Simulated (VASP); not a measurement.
# Pt (Fm-3m) in VASP: elastic constants with PBEsol

Aim: the elastic constants of Pt with PBEsol.

All numbers are computed with VASP 6.6.1; they aren't measurements. Logs are shortened: lines on timing, memory, paths and dates and some standing lists are left out, and cuts for length are marked.

## 1. The cell of the first run

Symmetry: Fm-3m, No. 225, cubic system. The conventional cell has a = 3.922 Å, b = 3.922 Å, c = 3.922 Å, α = 90.00°, β = 90.00°, γ = 90.00°. Within 3.7 Å of Pt (site symmetry m-3m) lie 12 Pt at 2.77 Å.

## 2. Elastic constants, PBEsol

INCAR reads:

```
SYSTEM = Pt
PREC = Accurate ; ENCUT = 600
EDIFF = 1E-8 ; ISMEAR = -1
SIGMA = 0.15 ; LREAL = .False.
LASPH = .True. ; NELM = 80
ALGO = Normal ; ISIF = 3
LWAVE = .False. ; LCHARG = .False.
GGA = PS ; IBRION = 6
NFREE = 2 ; POTIM = 0.015
NSW = 1
```

KPOINTS reads:

```
Automatic mesh
0
Gamma
  18 18 18
  0 0 0
```

POSCAR reads:

```
Pt
1.0
    0.0000000000      1.9608286617      1.9608286617
    1.9608286617      0.0000000000      1.9608286617
    1.9608286617      1.9608286617      0.0000000000
Pt
1
Direct
    0.0000000000      0.0000000000      0.0000000000
```

Potentials or basis: VASP PAW PBE potentials, release 64 (Pt).

Run with:

```console
$ cat potpaw_PBE.64/Pt/POTCAR > POTCAR
$ mpirun -np 1 vasp_std > vasp.out
```

OUTCAR:

```text
SYSTEM = Pt
   PREC = Accurate
   ENCUT = 600
   EDIFF = 1E-8
   ISMEAR = -1
   LREAL = .False.
   LASPH = .True.
   NELM = 80
   ISIF = 3
   GGA = PS
   IBRION = 6
   NFREE = 2
   POTIM = 0.015
   NSW = 1

 ion  position               nearest neighbor table
   1  0.000  0.000  0.000-

  LATTYP: Found a face centered cubic cell.
 ALAT       =     3.9216573234

  Lattice vectors:

 A1 = (   0.0000000000,   1.9608286617,   1.9608286617)
 A2 = (   1.9608286617,   0.0000000000,   1.9608286617)
 A3 = (   1.9608286617,   1.9608286617,   0.0000000000)

Analysis of symmetry for initial positions (statically):
=====================================================================
 Subroutine PRICEL returns:
 Original cell was already a primitive cell.

 Routine SETGRP: Setting up the symmetry group for a
 face centered cubic supercell.

 Subroutine GETGRP returns: Found 48 space group operations
 (whereof 48 operations were pure point group operations)
 out of a pool of 48 trial point group operations.

The static configuration has the point symmetry O_h .

Analysis of symmetry for dynamics (positions and initial velocities):
=====================================================================
 Subroutine PRICEL returns:
 Original cell was already a primitive cell.

 Routine SETGRP: Setting up the symmetry group for a
 face centered cubic supercell.

 Subroutine GETGRP returns: Found 48 space group operations
 (whereof 48 operations were pure point group operations)
 out of a pool of 48 trial point group operations.

The dynamic configuration has the point symmetry O_h .

 Subroutine INISYM returns: Found 48 space group operations
 (whereof 48 operations are pure point group operations),
 and found     1 'primitive' translations

----------------------------------------------------------------------------------------

[... 335 lines left out ...]
      1       0.8022      2.00000
      2       7.2956      2.00000
      3       7.2956      2.00000
      4       7.2956      2.00000
      5       9.4725      1.99997
      6       9.4725      1.99997
      7      25.7256      0.00000
      8      30.6807      0.00000
      9      30.6807      0.00000
[... 265 lines left out ...]
 k-point    24 :      -0.2222    0.0556    0.0000
  band No.  band energies     occupation
      1       2.8534      2.00000
      2       6.7935      2.00000
      3       7.6900      2.00000
      4       7.7590      2.00000
      5       9.2729      1.99999
      6       9.9568      1.99915
      7      24.7424      0.00000
      8      27.6315      0.00000
      9      32.1291      0.00000

 [... further k-points ...]

------------------------ aborting loop because EDIFF is reached ----------------------------------------

  FORCE on cell =-STRESS in cart. coord.  units (eV):
  Direction    XX          YY          ZZ          XY          YZ          ZX
  --------------------------------------------------------------------------------------
  -------------------------------------------------------------------------------------
  Total       -0.0282043     -0.0282043     -0.0282043     -0.0000000     -0.0000000      0.0000000
  in kB       -2.9969305     -2.9969305     -2.9969305     -0.0000000     -0.0000000      0.0000000
  external PRESSURE =      -2.9969305 kB  Pullay stress =       0.0000000 kB
[... 16 lines left out ...]
  FREE ENERGIE OF THE ION-ELECTRON SYSTEM (eV)
  ---------------------------------------------------
  free  energy   TOTEN  =        -7.0242675728 eV

  energy  without entropy=       -6.9130858486  energy(sigma->0) =       -6.96867671

 INTERNAL STRAIN TENSORS FROM STRAINED CELLS
 ============================================

 INTERNAL STRAIN TENSOR FOR ION    1 for displacements in x,y,z  (eV/Angst):
          X           Y           Z          XY          YZ          ZX
  --------------------------------------------------------------------------------
  x    -0.00000     0.00000    -0.00000     0.00000     0.00000     0.00000
  y     0.00000     0.00000     0.00000    -0.00000    -0.00000    -0.00000
  z     0.00000    -0.00000     0.00000    -0.00000    -0.00000     0.00000

 INTERNAL STRAIN TENSORS FROM DISPLACED ATOMS
 ============================================

 INTERNAL STRAIN TENSOR FOR ION    1 for displacements in x,y,z  (eV/Angst):
          X           Y           Z          XY          YZ          ZX
  --------------------------------------------------------------------------------
  x     0.00000     0.00000     0.00000     0.00000     0.00000     0.00000
  y     0.00000     0.00000     0.00000     0.00000     0.00000     0.00000
  z     0.00000     0.00000     0.00000     0.00000     0.00000     0.00000

 Eigenvectors and eigenvalues of the dynamical matrix
 ----------------------------------------------------

   1 f  =    0.000000 THz     0.000000 2PiTHz    0.000000 cm-1     0.000000 meV
             X         Y         Z           dx          dy          dz
      0.000000  0.000000  0.000000     0.609711   -0.792624    0.000000

   2 f  =    0.000000 THz     0.000000 2PiTHz    0.000000 cm-1     0.000000 meV
             X         Y         Z           dx          dy          dz
      0.000000  0.000000  0.000000    -0.792624   -0.609711    0.000000

   3 f  =    0.000000 THz     0.000000 2PiTHz    0.000000 cm-1     0.000000 meV
             X         Y         Z           dx          dy          dz
      0.000000  0.000000  0.000000     0.000000    0.000000    1.000000

--------------------------------------------------------------------------------------------------------

 ELASTIC MODULI CONTR FROM IONIC RELAXATION (kBar)
 Direction    XX          YY          ZZ          XY          YZ          ZX
 --------------------------------------------------------------------------------
 XX           0.0000      0.0000      0.0000      0.0000      0.0000      0.0000
 YY           0.0000      0.0000      0.0000      0.0000      0.0000      0.0000
 ZZ           0.0000      0.0000      0.0000      0.0000      0.0000      0.0000
 XY           0.0000      0.0000      0.0000      0.0000      0.0000      0.0000
 YZ           0.0000      0.0000      0.0000      0.0000      0.0000      0.0000
 ZX           0.0000      0.0000      0.0000      0.0000      0.0000      0.0000
 --------------------------------------------------------------------------------

 TOTAL ELASTIC MODULI (kBar)
 Direction    XX          YY          ZZ          XY          YZ          ZX
 --------------------------------------------------------------------------------
 XX        3590.1931   2471.0420   2471.0420     -0.0000     -0.0000      0.0000
 YY        2471.0420   3590.1931   2471.0420      0.0000     -0.0000      0.0000
 ZZ        2471.0420   2471.0420   3590.1931     -0.0000     -0.0000     -0.0000
 XY          -0.0000      0.0000     -0.0000    944.4010     -0.0000      0.0000
 YZ          -0.0000     -0.0000     -0.0000     -0.0000    944.4010      0.0000
 ZX           0.0000      0.0000     -0.0000      0.0000      0.0000    944.4010
 --------------------------------------------------------------------------------
```

OSZICAR:

```text
N       E                     dE             d eps       ncg     rms          rms(c)
DAV:   1     0.410537969465E+02    0.41054E+02   -0.60032E+03  3534   0.117E+03
DAV:   2    -0.697360562716E+01   -0.48027E+02   -0.46158E+02  3702   0.198E+02
DAV:   3    -0.747536145570E+01   -0.50176E+00   -0.49487E+00  4118   0.208E+01
[... 150 lines left out ...]
DAV:   2    -0.702480206536E+01   -0.30197E-02   -0.34373E-02  3717   0.206E+00    0.827E-02
DAV:   3    -0.702426760558E+01    0.53446E-03   -0.18790E-03  3697   0.338E-01    0.451E-03
DAV:   4    -0.702426773352E+01   -0.12795E-06   -0.15512E-05  4040   0.400E-02    0.243E-03
DAV:   5    -0.702426761045E+01    0.12307E-06   -0.27033E-07  3892   0.458E-03    0.826E-04
DAV:   6    -0.702426756525E+01    0.45205E-07   -0.17039E-08  3478   0.106E-03    0.344E-05
DAV:   7    -0.702426757278E+01   -0.75261E-08   -0.34948E-10  1966   0.181E-04
  15 F= -.70242676E+01 E0= -.69686767E+01  d E =-.111182E+00
```

stdout:

```text
POSCAR found type information on POSCAR Pt
 POSCAR found :  1 types and       1 ions
 scaLAPACK will be used
 -----------------------------------------------------------------------------
|                                                                             |
|                                                                             |
|     You enforced a specific xc type in the INCAR file but a different       |
|     I HOPE YOU KNOW WHAT YOU ARE DOING!                                     |
|                                                                             |
 -----------------------------------------------------------------------------

 LDA part: xc-table for (Slater+PW92), standard interpolation
 POSCAR, INCAR and KPOINTS ok, starting setup
 FFT: planning ... GRIDC
 FFT: planning ... GRID_SOFT
 FFT: planning ... GRID
 WAVECAR not read
 entering main loop
 Found     1 degrees of freedom:
 Adding 6 more for cell shape distortion
 Finite differences POTIM= 0.01500 DOF=   7
 bond charge predicted
 Finite differences progress:
 bond charge predicted
 Finite differences progress:
 bond charge predicted
 Finite differences progress:
 bond charge predicted
 Finite differences progress:
 bond charge predicted
 Finite differences progress:
 bond charge predicted
 Finite differences progress:
 bond charge predicted
 Finite differences progress:
 bond charge predicted
 Finite differences progress:
 bond charge predicted
 Finite differences progress:
 bond charge predicted
 Finite differences progress:
 bond charge predicted
 Finite differences progress:
 bond charge predicted
 Finite differences progress:
 bond charge predicted
 Finite differences progress:
 bond charge predicted
 Finite differences progress:
```

Wall time 6.5 min (1 thread of Intel Xeon 6975P-C (Granite Rapids), shared host); peak memory 0.6 GiB.

What came out:

```yaml
Elastic_constants_C11_C12_C44: 359, 247, 94 GPa
Voigt_bulk_modulus: 284 GPa
```

Elastic tensor in Voigt notation (GPa, in the Cartesian axes of the cell as first typed):
```
359 247 247   0   0   0
247 359 247   0   0   0
247 247 359   0   0   0
  0   0   0  94   0   0
  0   0   0   0  94   0
  0   0   0   0   0  94
```

Clamped-ion elastic tensor (GPa):
```
359 247 247   0   0   0
247 359 247   0   0   0
247 247 359   0   0   0
  0   0   0  94   0   0
  0   0   0   0  94   0
  0   0   0   0   0  94
```

Caveat: the PAW data sets were made with another functional, which shifts forces and pressure a little; spin-orbit coupling is left out, which moves the levels of the heavy elements.
